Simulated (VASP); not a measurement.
# Al2H (Fmmm) in VASP: single point with PBE

Aim: the single point of Al2H with PBE.

All numbers are computed with VASP 6.6.1; they aren't measurements. Logs are shortened: lines on timing, memory, paths and dates and some standing lists are left out, and cuts for length are marked.

### Step 1. The cell of the first run

Symmetry: Fmmm, No. 69, orthorhombic system. The conventional cell has a = 5.282 Å, b = 5.294 Å, c = 7.908 Å, α = 90.00°, β = 90.00°, γ = 90.00°. Within 2.3 Å of Al (site symmetry mm2) lie 1 H at 1.70 Å. H (site symmetry mmm) has 2 Al at 1.70 Å within 2.3 Å.

### Step 2. Single point, PBE

INCAR reads:

```
  PREC = Accurate
  ENCUT = 500
  EDIFF = 1E-6
  ISMEAR = 0
  SIGMA = 0.2
  LREAL = False
  LASPH = True
  NELM = 120
  ALGO = Normal
  ISIF = 2
  LWAVE = False
  LCHARG = False
  GGA = PE
  NBANDS = 10
  GGA_COMPAT = False
```

KPOINTS reads:

```
regular mesh
0
Gamma
  6 6 6
```

POSCAR reads:

```
Al2H
1.0
    0.0000000000      2.6469550985      3.9540045205
    2.6408561498      0.0000000000      3.9540045205
    2.6408561498      2.6469550985      0.0000000000
Al H
2 1
Direct
    0.7153770046      0.7153770046      0.2846229954
    0.2846229954      0.2846229954      0.7153770046
    0.5000000000      0.5000000000      0.5000000000
```

Potentials or basis: VASP PAW PBE potentials, release 64 (Al, H).

Started as:

```
$ cat potpaw_PBE.64/Al/POTCAR potpaw_PBE.64/H/POTCAR > POTCAR
$ mpirun -np 1 vasp_std > vasp.out
```

OUTCAR:

```text
PREC = Accurate
   ENCUT = 500
   EDIFF = 1E-6
   ISMEAR = 0
   LREAL = False
   LASPH = True
   NELM = 120
   ISIF = 2
   GGA = PE

 ion  position               nearest neighbor table
   1  0.715  0.715  0.285-   3 1.70   2 2.70   2 2.70   2 2.70   2 2.70
   2  0.285  0.285  0.715-   3 1.70   1 2.70   1 2.70   1 2.70   1 2.70
   3  0.500  0.500  0.500-   1 1.70   2 1.70

  LATTYP: Found a face centered orthorhombic cell.
 ALAT       =     5.2817122996
 B/A-ratio  =     1.0023094589
 C/A-ratio  =     1.4972434302

  Lattice vectors:

 A1 = (   0.0000000000,   2.6469550985,   3.9540045205)
 A2 = (   2.6408561498,   0.0000000000,   3.9540045205)
 A3 = (   2.6408561498,   2.6469550985,   0.0000000000)

Analysis of symmetry for initial positions (statically):
=====================================================================
 Subroutine PRICEL returns:
 Original cell was already a primitive cell.

 Routine SETGRP: Setting up the symmetry group for a
 face centered orthorhombic supercell.

 Subroutine GETGRP returns: Found  8 space group operations
 (whereof  8 operations were pure point group operations)
 out of a pool of  8 trial point group operations.

The static configuration has the point symmetry D_2h.

Analysis of symmetry for dynamics (positions and initial velocities):
=====================================================================
 Subroutine PRICEL returns:
 Original cell was already a primitive cell.

 Routine SETGRP: Setting up the symmetry group for a
 face centered orthorhombic supercell.

 Subroutine GETGRP returns: Found  8 space group operations
 (whereof  8 operations were pure point group operations)
 out of a pool of  8 trial point group operations.

The dynamic configuration has the point symmetry D_2h.

 Subroutine INISYM returns: Found  8 space group operations
 (whereof  8 operations are pure point group operations),
 and found     1 'primitive' translations

----------------------------------------------------------------------------------------

                                     Primitive cell

  volume of cell :      55.2788

  direct lattice vectors                    reciprocal lattice vectors
     0.000000000  2.646955098  3.954004520    -0.189332539  0.188896291  0.126454079
     2.640856150  0.000000000  3.954004520     0.189332539 -0.188896291  0.126454079
     2.640856150  2.646955098  0.000000000     0.189332539  0.188896291 -0.126454079

  length of vectors
     4.758205864  4.754815764  3.739049678     0.295836531  0.295836531  0.295836531

  position of ions in fractional coordinates (direct lattice)
     0.715377005  0.715377005  0.284622995
     0.284622995  0.284622995  0.715377005
     0.500000000  0.500000000  0.500000000

  ion indices of the primitive-cell ions
   primitive index   ion index
                 1           1
                 2           2
                 3           3

----------------------------------------------------------------------------------------

 KPOINTS: regular mesh

Automatic generation of k-mesh.
 Grid dimensions read from file:
 generate k-points for:    6    6    6

 Generating k-lattice:

  Cartesian coordinates                     Fractional coordinates (reciprocal lattice)
    -0.031555423  0.031482715  0.021075680     0.166666667  0.000000000  0.000000000
     0.031555423 -0.031482715  0.021075680    -0.000000000  0.166666667 -0.000000000
     0.031555423  0.031482715 -0.021075680     0.000000000  0.000000000  0.166666667

  Length of vectors
     0.049306089  0.049306089  0.049306089

  Shift w.r.t. Gamma in fractional coordinates (k-lattice)
     0.000000000  0.000000000  0.000000000

 Subroutine IBZKPT returns following result:
 ===========================================

 Found     46 irreducible k-points:

 Following reciprocal coordinates:
            Coordinates               Weight
  0.000000  0.000000  0.000000      1.000000
  0.166667 -0.000000  0.000000      8.000000
  0.333333  0.000000  0.000000      8.000000
  0.500000 -0.000000 -0.000000      4.000000
  0.166667  0.166667  0.000000      2.000000
  0.333333  0.166667  0.000000      8.000000
[... 16 lines left out ...]
 -0.166667  0.166667  0.166667      8.000000
  0.500000  0.333333  0.166667      4.000000
 [... further k-points ...]
   k-points           NKPTS =     46   k-points in BZ     NKDIM =     46   number of bands    NBANDS=     10
   number of dos      NEDOS =    301   number of ions     NIONS =      3
   total plane-waves  NPLWV =  36288
   dimension x,y,z NGX =    36 NGY =   36 NGZ =   28
   dimension x,y,z NGXF=    72 NGYF=   72 NGZF=   56
   ions per type =               2   1
   NGX,Y,Z   is equivalent  to a cutoff of  12.58, 12.59, 12.45 a.u.
   NGXF,Y,Z  is equivalent  to a cutoff of  25.16, 25.17, 24.90 a.u.
 SYSTEM =  unknown system
   PREC   = accura    normal or accurate (medium, high low for compatibility)
   ISTART =      0    job   : 0-new  1-cont  2-samecut
   ICHARG =      2    charge: 1-file 2-atom 10-const
   ISPIN  =      1    spin polarized calculation?
   LNONCOLLINEAR =      F non collinear calculations
   LSORBIT =      F    spin-orbit coupling
   LASPH  =      T    aspherical Exc in radial PAW
   ENCUT  =  500.0 eV  36.75 Ry    6.06 a.u.   8.68  8.67  6.82*2*pi/ulx,y,z
   NELM   =    120;   NELMIN=  2; NELMDL= -5     # of ELM steps
   EDIFF  = 0.1E-05   stopping-criterion for ELM
   LREAL  =      F    real-space projection
   EDIFFG = 0.1E-04   stopping-criterion for IOM
   NSW    =      0    number of steps for IOM
   IBRION =     -1    ionic relax: 0-MD 1-quasi-New 2-CG
   NFREE  =      0    steps in history (QN), initial steepest desc. (CG)
   ISIF   =      2    stress and relaxation
   ISYM   =      2    0-nonsym 1-usesym 2-fastsym
   POTIM  = 0.5000    time-step for ionic-motion
   TEBEG  =    0.0;   TEEND  =   0.0 temperature during run
   PSTRESS=    0.0 pullay stress
   NELECT =       7.0000    total number of electrons
   NUPDOWN=      -1.0000    fix difference up-down
   EMIN   =  10.00;   EMAX   =-10.00  energy-range for DOS
   EFERMI =   0.00;   METHOD = LEGACY
   ISMEAR =     0;   SIGMA  =   0.20  broadening in eV -4-tet -1-fermi 0-gaus
   EFERMI_NEDOS =   21; number of points for ismear=-14 and -15
   IALGO  =     38    algorithm
   IMIX   =      4    mixing-type and parameters
     AMIX     =   0.40;   BMIX     =  1.00
     AMIX_MAG =   1.60;   BMIX_MAG =  1.00
  volume/ion in A,a.u.               =      18.43       124.35
  Fermi-wavevector in a.u.,A,eV,Ry     =   0.822094  1.553532  9.195336  0.675838
  Thomas-Fermi vector in A             =   1.933368
   LORBIT       =      0    0 simple, 1 ext, 2 COOP (PROOUT), +10 PAW based schemes
   GGA     = PE    functional components
   LHFCALC =     F    Hartree Fock is set to
   AEXX    =    0.0000 exact exchange contribution
   IVDW    =     0    specifies the selected vdW correction
   LEPSILON=     F    determine dielectric tensor
   LRPA    =     F    only Hartree local field effects (RPA)
 non-spin polarized calculation
 Gauss-broadening in eV      SIGMA  =   0.20
  energy-cutoff  :      500.00
  volume of cell :       55.28
 maximum number of plane-waves:      1422
 NGX is ok and might be reduce to    36
   NGX = 17   NGY = 17   NGZ = 13

 number of electron       7.0000000 magnetization

 Free energy of the ion-electron system (eV)
  ---------------------------------------------------
  ext. energy  EPLUGINS =         0.00000000
  ---------------------------------------------------
  free energy    TOTEN  =        -9.85837288 eV

  energy without entropy =       -9.84102543  energy(sigma->0) =       -9.84969916

 E-fermi :   3.4793     XC(G=0):  -8.3334

 val. band max:        3.4363749022   @ k =  -0.3333   0.1667   0.3333
 cond. band min:       3.7954521773   @ k =  -0.3333  -0.0000   0.1667
 fundamental gap:      0.3590772750
 Fermi energy:         3.4792953927

 k-point     1 :       0.0000    0.0000    0.0000
  band No.  band energies     occupation
      1      -5.6856      2.00000
      2       0.6224      2.00000
      3       4.2587      0.00000
      4       5.1105      0.00000
      5       5.1363      0.00000
      6       7.5517      0.00000
      7       7.6190      0.00000
      8       9.5549      0.00000
      9       9.6040      0.00000
     10       9.6153      0.00000

 k-point     2 :       0.1667   -0.0000    0.0000
  band No.  band energies     occupation
      1      -5.3751      2.00000
      2       0.2806      2.00000
      3       3.0898      1.99411
      4       4.6285      0.00000
      5       5.3179      0.00000
      6       7.7779      0.00000
      7       8.1046      0.00000
      8       9.8370      0.00000
      9       9.9625      0.00000
     10      11.0211      0.00000

 k-point     3 :       0.3333    0.0000    0.0000
  band No.  band energies     occupation
      1      -4.5016      2.00000
      2      -0.6794      2.00000
      3       1.1471      2.00000
      4       4.7051      0.00000
      5       5.9338      0.00000
      6       7.9123      0.00000
      7       8.6504      0.00000
      8       8.7399      0.00000
      9      11.2066      0.00000
     10      11.6772      0.00000
[... 248 lines left out ...]
 k-point    23 :      -0.1667    0.1667    0.1667
  band No.  band energies     occupation
      1      -4.4276      2.00000
      2      -0.0074      2.00000
      3       1.1477      2.00000
      4       4.1036      0.00001
      5       5.2714      0.00000
      6       6.6047      0.00000
      7       7.4339      0.00000
      8       9.1962      0.00000
      9      11.0088      0.00000
     10      13.0758      0.00000

 k-point    24 :       0.5000    0.3333    0.1667
  band No.  band energies     occupation
      1      -4.2876      2.00000
      2      -1.8103      2.00000
      3       2.7161      2.00000
      4       2.7795      2.00000
      5       6.3331      0.00000
      6       9.1915      0.00000
      7       9.8368      0.00000
      8       9.8984      0.00000
      9      10.4401      0.00000
     10      12.2978      0.00000

 [... further k-points ...]

------------------------ aborting loop because EDIFF is reached ----------------------------------------

  FORCE on cell =-STRESS in cart. coord.  units (eV):
  Direction    XX          YY          ZZ          XY          YZ          ZX
  --------------------------------------------------------------------------------------
  -------------------------------------------------------------------------------------
  Total        0.2534434      0.1921698      0.1626505      0.0000000      0.0000000      0.0000000
  in kB        7.3456985      5.5697712      4.7141953      0.0000000      0.0000000      0.0000000
  external PRESSURE =       5.8765550 kB  Pullay stress =       0.0000000 kB

 VOLUME and BASIS-vectors are now :
 -----------------------------------------------------------------------------
  energy-cutoff  :      500.00
  volume of cell :       55.28
      direct lattice vectors                 reciprocal lattice vectors
     0.000000000  2.646955098  3.954004520    -0.189332539  0.188896291  0.126454079
     2.640856150  0.000000000  3.954004520     0.189332539 -0.188896291  0.126454079
     2.640856150  2.646955098  0.000000000     0.189332539  0.188896291 -0.126454079

 POSITION                                       TOTAL-FORCE (eV/Angst)
 -----------------------------------------------------------------------------------
      2.64086      2.64696      5.65721        -0.000000     -0.000000     -0.001173
      2.64086      2.64696      2.25080        -0.000000     -0.000000      0.001173
      2.64086      2.64696      3.95400         0.000000      0.000000      0.000000
 -----------------------------------------------------------------------------------
    total drift:                                0.000000     -0.000000     -0.000000

  FREE ENERGIE OF THE ION-ELECTRON SYSTEM (eV)
  ---------------------------------------------------
  free  energy   TOTEN  =        -9.8583728835 eV

  energy  without entropy=       -9.8410254338  energy(sigma->0) =       -9.84969916
```

Wall time 44 s (1 thread of Intel Xeon 8259CL, shared host); peak memory 0.18 GiB.

What came out:

- Free energy: -9.8584 eV
- Pressure: 0.6 GPa
